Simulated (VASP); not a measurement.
# TiC (Fm-3m) in VASP: notebook, part 2 of 2

VASP 6.6.1.

**3. Vibrations by perturbation theory, LDA**

This run uses another cell than the first one, of 9.67 Å³/atom, 1.020 times its volume.

File INCAR:

```
  PREC = Accurate
  ENCUT = 520
  EDIFF = 1E-8
  ISMEAR = -1
  SIGMA = 0.15
  LREAL = False
  LASPH = True
  NELM = 100
  ALGO = Normal
  ISIF = 2
  LWAVE = False
  LCHARG = True
  NBANDS = 15
  IBRION = 8
  NSW = 1
```

File KPOINTS:

```
Automatic mesh
0
Gamma
  16 16 16
```

File POSCAR:

```
TiC
1.0
    0.0000000000      2.1305964008      2.1305964008
    2.1305964008      0.0000000000      2.1305964008
    2.1305964008      2.1305964008      0.0000000000
Ti C
1 1
Direct
    0.0000000000      0.0000000000      0.0000000000
    0.5000000000      0.5000000000      0.5000000000
```

Potentials or basis: VASP PAW LDA potentials, release 64 (Ti_sv, C).

On the command line:

```sh
cat potpaw_LDA.64/Ti_sv/POTCAR potpaw_LDA.64/C/POTCAR > POTCAR
mpirun -np 1 vasp_std > vasp.out
```

OUTCAR:

```text
PREC = Accurate
   ENCUT = 520
   EDIFF = 1E-8
   ISMEAR = -1
   LREAL = False
   LASPH = True
   NELM = 100
   ISIF = 2
   IBRION = 8
   NSW = 1

 ion  position               nearest neighbor table
   1  0.000  0.000  0.000-   2 2.13   2 2.13   2 2.13   2 2.13   2 2.13   2 2.13
   2  0.500  0.500  0.500-   1 2.13   1 2.13   1 2.13   1 2.13   1 2.13   1 2.13

  LATTYP: Found a face centered cubic cell.
 ALAT       =     4.2611928016

  Lattice vectors:

 A1 = (   0.0000000000,   2.1305964008,   2.1305964008)
 A2 = (   2.1305964008,   0.0000000000,   2.1305964008)
 A3 = (   2.1305964008,   2.1305964008,   0.0000000000)

Analysis of symmetry for initial positions (statically):
=====================================================================
 Subroutine PRICEL returns:
 Original cell was already a primitive cell.

 Routine SETGRP: Setting up the symmetry group for a
 face centered cubic supercell.

 Subroutine GETGRP returns: Found 48 space group operations
 (whereof 48 operations were pure point group operations)
 out of a pool of 48 trial point group operations.

The static configuration has the point symmetry O_h .

Analysis of symmetry for dynamics (positions and initial velocities):
=====================================================================
 Subroutine PRICEL returns:
 Original cell was already a primitive cell.

 Routine SETGRP: Setting up the symmetry group for a
 face centered cubic supercell.

 Subroutine GETGRP returns: Found 48 space group operations
 (whereof 48 operations were pure point group operations)
 out of a pool of 48 trial point group operations.

The dynamic configuration has the point symmetry O_h .

 Subroutine INISYM returns: Found 48 space group operations
 (whereof 48 operations are pure point group operations),
 and found     1 'primitive' translations

----------------------------------------------------------------------------------------

                                     Primitive cell

  volume of cell :      19.3434

  direct lattice vectors                    reciprocal lattice vectors
     0.000000000  2.130596401  2.130596401    -0.234676075  0.234676075  0.234676075
     2.130596401  0.000000000  2.130596401     0.234676075 -0.234676075  0.234676075
     2.130596401  2.130596401  0.000000000     0.234676075  0.234676075 -0.234676075

  length of vectors
     3.013118326  3.013118326  3.013118326     0.406470885  0.406470885  0.406470885

  position of ions in fractional coordinates (direct lattice)
     0.000000000  0.000000000  0.000000000
     0.500000000  0.500000000  0.500000000

  ion indices of the primitive-cell ions
   primitive index   ion index
                 1           1
                 2           2

[... 133 lines left out ...]
      5      -2.6092      2.00000
      6      10.4724      0.02377
      7      10.4724      0.02377
      8      10.4724      0.02377
      9      11.5740      0.00002
     10      11.5740      0.00002
     11      11.5740      0.00002
     12      11.6433      0.00001
     13      11.6433      0.00001
     14      21.1682      0.00000
[... 401 lines left out ...]
      2     -22.3481      2.00000
      3     -22.3057      2.00000
      4     -22.2910      2.00000
      5      -2.3591      2.00000
      6       9.5763      1.65072
      7       9.7370      1.23653
      8       9.7847      1.08165
      9      10.5913      0.01083
     10      11.2471      0.00014
     11      12.1789      0.00000
     12      12.8154      0.00000
     13      13.7131      0.00000
     14      21.5417      0.00000
     15      24.2104      0.00000

 [... further k-points ...]
[... 5 lines left out ...]
  --------------------------------------------------------------------------------------
  -------------------------------------------------------------------------------------
  Total        0.0869651      0.0869651      0.0869651     -0.0000000     -0.0000000      0.0000000
  in kB        7.2031423      7.2031423      7.2031423     -0.0000000     -0.0000000      0.0000000
  external PRESSURE =       7.2031423 kB  Pullay stress =       0.0000000 kB

 VOLUME and BASIS-vectors are now :
 -----------------------------------------------------------------------------
  energy-cutoff  :      520.00
  volume of cell :       19.34
      direct lattice vectors                 reciprocal lattice vectors
     0.000000000  2.130596401  2.130596401    -0.234676075  0.234676075  0.234676075
     2.130596401  0.000000000  2.130596401     0.234676075 -0.234676075  0.234676075
     2.130596401  2.130596401  0.000000000     0.234676075  0.234676075 -0.234676075

 POSITION                                       TOTAL-FORCE (eV/Angst)
 -----------------------------------------------------------------------------------
      0.00000      0.00000      0.00000         0.000000     -0.000000      0.000000
      2.13060      2.13060      2.13060         0.000000      0.000000      0.000000
 -----------------------------------------------------------------------------------
    total drift:                                0.000000     -0.000000     -0.000000

  FREE ENERGIE OF THE ION-ELECTRON SYSTEM (eV)
  ---------------------------------------------------
  free  energy   TOTEN  =       -20.5502415606 eV

  energy  without entropy=      -20.5257348674  energy(sigma->0) =      -20.53798821

[... ionic steps 2 to 3 ...]

--------------------------------------- Ionic step        4  -------------------------------------------

------------------------ aborting loop because EDIFF is reached ----------------------------------------

[... ionic steps 5 to 6 ...]

--------------------------------------- Ionic step        7  -------------------------------------------

 Free energy of the ion-electron system (eV)
  ---------------------------------------------------
  ---------------------------------------------------
  free energy    TOTEN  =        -0.11792474 eV

  energy without entropy =       -0.11792474

------------------------ aborting loop because EDIFF is reached ----------------------------------------

 INTERNAL STRAIN TENSOR  FOR ION    2  DIRECTION 1   (eV/Angst):
 -----------------------------------------------------------------------------
    -0.00973  0.00000  0.00000
    -0.00000  0.00382  0.00000
     0.00000  0.00000  0.00382

 INTERNAL STRAIN TENSOR FOR ION    2 for displacements in x,y,z  (eV/Angst):
          X           Y           Z          XY          YZ          ZX
  --------------------------------------------------------------------------------
  x     0.00000     0.00000     0.00000     0.00000     0.00000     0.00000
  y     0.00000     0.00000     0.00000     0.00000     0.00000     0.00000
  z     0.00000     0.00000     0.00000     0.00000     0.00000     0.00000

 SECOND DERIVATIVES (NOT SYMMETRIZED)
 ------------------------------------
               1X          1Y          1Z          2X          2Y          2Z
  1X   -10.905164    0.000000    0.000000   10.905164    0.000000    0.000000
  1Y     0.000000  -10.905164    0.000000    0.000000   10.905164    0.000000
  1Z     0.000000    0.000000  -10.905164    0.000000    0.000000   10.905164
  2X    10.898680    0.000000    0.000000  -10.898680    0.000000    0.000000
  2Y     0.000000   10.898680    0.000000    0.000000  -10.898680    0.000000
  2Z     0.000000    0.000000   10.898680    0.000000    0.000000  -10.898680

 Eigenvectors and eigenvalues of the dynamical matrix
 ----------------------------------------------------

   1 f  =   16.656268 THz   104.654421 2PiTHz  555.593309 cm-1    68.884760 meV
             X         Y         Z           dx          dy          dz
      0.000000  0.000000  0.000000    -0.000008   -0.074672   -0.441664
      2.130596  2.130596  2.130596     0.000016    0.149044    0.881557
[... 21 lines left out ...]
   6 f/i=    0.001984 THz     0.012464 2PiTHz    0.066169 cm-1     0.008204 meV
             X         Y         Z           dx          dy          dz
      0.000000  0.000000  0.000000     0.204275   -0.869396   -0.042181
      2.130596  2.130596  2.130596     0.102343   -0.435571   -0.021133

--------------------------------------------------------------------------------------------------------

 ELASTIC MODULI CONTR FROM IONIC RELAXATION (kBar)
 Direction    XX          YY          ZZ          XY          YZ          ZX
 --------------------------------------------------------------------------------
 XX           0.0000      0.0000      0.0000      0.0000      0.0000      0.0000
 YY           0.0000      0.0000      0.0000      0.0000      0.0000      0.0000
 ZZ           0.0000      0.0000      0.0000      0.0000      0.0000      0.0000
 XY           0.0000      0.0000      0.0000      0.0000      0.0000      0.0000
 YZ           0.0000      0.0000      0.0000      0.0000      0.0000      0.0000
 ZX           0.0000      0.0000      0.0000      0.0000      0.0000      0.0000
 --------------------------------------------------------------------------------
```

stdout:

```text
POSCAR found type information on POSCAR TiC
 POSCAR found :  2 types and       2 ions
 scaLAPACK will be used
 LDA part: xc-table for (Slater(with rela. corr.)+CA(PZ))
 , standard interpolation
 POSCAR, INCAR and KPOINTS ok, starting setup
 FFT: planning ... GRIDC
 FFT: planning ... GRID_SOFT
 FFT: planning ... GRID
 WAVECAR not read
 entering main loop
 Linear response reoptimize wavefunctions to high precision
 Linear response DOF=           2
 Linear response progress:
 first order change of Fermi-energy   0.10300E-03
 force on displaced ion       1 direction 1 : -10.905   0.000   0.000
 Linear response progress:
 first order change of Fermi-energy   0.23043E-03
 force on displaced ion       2 direction 1 : -10.899   0.000   0.000
 Linear response finished
```

It took 3 min on 1 thread of Intel Xeon 6975P-C (Granite Rapids), shared host; peak memory 0.36 GiB.

What came out:

| Quantity | Value |
| --- | --- |
| Highest phonon frequency at Γ, LO-TO splitting left out | 556 cm⁻¹ |

Phonon frequencies in cm⁻¹ (negative: imaginary):
| q point | frequencies |
| --- | --- |
| (0.000, 0.000, 0.000) | 0 0 0 556 556 556 |

**4. Vibrations by perturbation theory, LDA (phonons at volume x 1.02)**

File INCAR:

```
SYSTEM = TiC
  PREC = Accurate
  ENCUT = 520
  EDIFF = 1E-8
  ISMEAR = -1
  SIGMA = 0.15
  LREAL = .False.
  LASPH = .True.
  NELM = 100
  ALGO = Normal
  ISIF = 2
  LWAVE = .False.
  LCHARG = .False.
  GGA = CA
  IBRION = 8
  NSW = 1
```

File KPOINTS:

```
regular mesh
0
Gamma
  16 16 16
  0 0 0
```

File POSCAR:

```
TiC
1.0
    0.0000000000      2.1447067219      2.1447067219
    2.1447067219      0.0000000000      2.1447067219
    2.1447067219      2.1447067219      0.0000000000
Ti C
1 1
Direct
    0.0000000000      0.0000000000      0.0000000000
    0.5000000000      0.5000000000      0.5000000000
```

Potentials or basis: VASP PAW LDA potentials, release 64 (Ti_sv, C).

On the command line:

```sh
cat potpaw_LDA.64/Ti_sv/POTCAR potpaw_LDA.64/C/POTCAR > POTCAR
mpirun -np 1 vasp_std > vasp.out
```

OUTCAR:

```text
SYSTEM = TiC
   PREC = Accurate
   ENCUT = 520
   EDIFF = 1E-8
   ISMEAR = -1
   LREAL = .False.
   LASPH = .True.
   NELM = 100
   ISIF = 2
   GGA = CA
   IBRION = 8
   NSW = 1

 ion  position               nearest neighbor table
   1  0.000  0.000  0.000-   2 2.14   2 2.14   2 2.14   2 2.14   2 2.14   2 2.14
   2  0.500  0.500  0.500-   1 2.14   1 2.14   1 2.14   1 2.14   1 2.14   1 2.14

  LATTYP: Found a face centered cubic cell.
 ALAT       =     4.2894134438

  Lattice vectors:

 A1 = (   0.0000000000,   2.1447067219,   2.1447067219)
 A2 = (   2.1447067219,   0.0000000000,   2.1447067219)
 A3 = (   2.1447067219,   2.1447067219,   0.0000000000)

Analysis of symmetry for initial positions (statically):
=====================================================================
 Subroutine PRICEL returns:
 Original cell was already a primitive cell.

 Routine SETGRP: Setting up the symmetry group for a
 face centered cubic supercell.

 Subroutine GETGRP returns: Found 48 space group operations
 (whereof 48 operations were pure point group operations)
 out of a pool of 48 trial point group operations.

The static configuration has the point symmetry O_h .

Analysis of symmetry for dynamics (positions and initial velocities):
=====================================================================
 Subroutine PRICEL returns:
 Original cell was already a primitive cell.

 Routine SETGRP: Setting up the symmetry group for a
 face centered cubic supercell.

 Subroutine GETGRP returns: Found 48 space group operations
[... 545 lines left out ...]
    total drift:                                0.000000     -0.000000     -0.000000

  FREE ENERGIE OF THE ION-ELECTRON SYSTEM (eV)
  ---------------------------------------------------
  free  energy   TOTEN  =       -20.5456081042 eV

  energy  without entropy=      -20.5206323648  energy(sigma->0) =      -20.53312023

[... ionic steps 2 to 3 ...]

--------------------------------------- Ionic step        4  -------------------------------------------

------------------------ aborting loop because EDIFF is reached ----------------------------------------

[... ionic steps 5 to 6 ...]

--------------------------------------- Ionic step        7  -------------------------------------------

 Free energy of the ion-electron system (eV)
  ---------------------------------------------------
  ---------------------------------------------------
  free energy    TOTEN  =        -0.11758869 eV

  energy without entropy =       -0.11758869

------------------------ aborting loop because EDIFF is reached ----------------------------------------

 INTERNAL STRAIN TENSOR  FOR ION    2  DIRECTION 1   (eV/Angst):
 -----------------------------------------------------------------------------
    -0.01051 -0.00000  0.00000
     0.00000  0.00413 -0.00000
     0.00000 -0.00000  0.00413

 INTERNAL STRAIN TENSOR FOR ION    2 for displacements in x,y,z  (eV/Angst):
          X           Y           Z          XY          YZ          ZX
  --------------------------------------------------------------------------------
  x     0.00000     0.00000     0.00000     0.00000     0.00000     0.00000
  y     0.00000     0.00000     0.00000     0.00000     0.00000     0.00000
  z     0.00000     0.00000     0.00000     0.00000     0.00000     0.00000

 SECOND DERIVATIVES (NOT SYMMETRIZED)
 ------------------------------------
               1X          1Y          1Z          2X          2Y          2Z
  1X   -10.193610    0.000000    0.000000   10.193610    0.000000    0.000000
  1Y     0.000000  -10.193610    0.000000    0.000000   10.193610    0.000000
  1Z     0.000000    0.000000  -10.193610    0.000000    0.000000   10.193610
  2X    10.128760    0.000000    0.000000  -10.128760    0.000000    0.000000
  2Y     0.000000   10.128760    0.000000    0.000000  -10.128760    0.000000
  2Z     0.000000    0.000000   10.128760    0.000000    0.000000  -10.128760

 Eigenvectors and eigenvalues of the dynamical matrix
 ----------------------------------------------------

   1 f  =   16.066526 THz   100.948962 2PiTHz  535.921631 cm-1    66.445784 meV
             X         Y         Z           dx          dy          dz
      0.000000  0.000000  0.000000     0.000000    0.409182   -0.184781
      2.144707  2.144707  2.144707    -0.000000   -0.814361    0.367753
[... 21 lines left out ...]
   6 f/i=    0.020568 THz     0.129233 2PiTHz    0.686075 cm-1     0.085062 meV
             X         Y         Z           dx          dy          dz
      0.000000  0.000000  0.000000     0.839387   -0.284138    0.114550
      2.144707  2.144707  2.144707     0.421757   -0.142767    0.057556

--------------------------------------------------------------------------------------------------------

 ELASTIC MODULI CONTR FROM IONIC RELAXATION (kBar)
 Direction    XX          YY          ZZ          XY          YZ          ZX
 --------------------------------------------------------------------------------
 XX           0.0000      0.0000      0.0000      0.0000      0.0000      0.0000
 YY           0.0000      0.0000      0.0000      0.0000      0.0000      0.0000
 ZZ           0.0000      0.0000      0.0000      0.0000      0.0000      0.0000
 XY           0.0000      0.0000      0.0000      0.0000      0.0000      0.0000
 YZ           0.0000      0.0000      0.0000      0.0000      0.0000      0.0000
 ZX           0.0000      0.0000      0.0000      0.0000      0.0000      0.0000
 --------------------------------------------------------------------------------
```

OSZICAR:

```text
N       E                     dE             d eps       ncg     rms          rms(c)
DAV:   1     0.114157917879E+03    0.11416E+03   -0.84717E+03  3480   0.158E+03
DAV:   2    -0.166066119538E+02   -0.13076E+03   -0.12481E+03  3648   0.381E+02
DAV:   3    -0.255660877540E+02   -0.89595E+01   -0.86734E+01  4508   0.952E+01
DAV:   4    -0.260106077431E+02   -0.44452E+00   -0.44351E+00  4652   0.200E+01
[... 55 lines left out ...]
RMM:  16    -0.117588679976E+00   -0.42418E-08   -0.40814E-07 19551   0.723E-05    0.238E-06
RMM:  17    -0.117588683436E+00   -0.34608E-08   -0.16284E-07 20539   0.434E-05    0.163E-06
RMM:  18    -0.117588686170E+00   -0.27332E-08   -0.12760E-07 19530   0.277E-05    0.415E-07
RMM:  19    -0.117588689320E+00   -0.31507E-08   -0.62530E-08 18844   0.192E-05    0.300E-07
 Linear response finished
```

Wall time 1.9 min (1 thread of Intel Xeon 6975P-C (Granite Rapids), shared host); peak memory 0.32 GiB.

Results:

| Property | Result |
| --- | --- |
| Highest phonon frequency at Γ, LO-TO splitting left out | 536 cm⁻¹ |

Phonon frequencies in cm⁻¹ (negative: imaginary):
| q point | frequencies |
| --- | --- |
| (0.000, 0.000, 0.000) | -1 -1 -1 536 536 536 |

Caveat: the cell differs from its parent crystal (phonons at volume x 1.02); the cell wasn't relaxed at this level first, which shifts response properties.
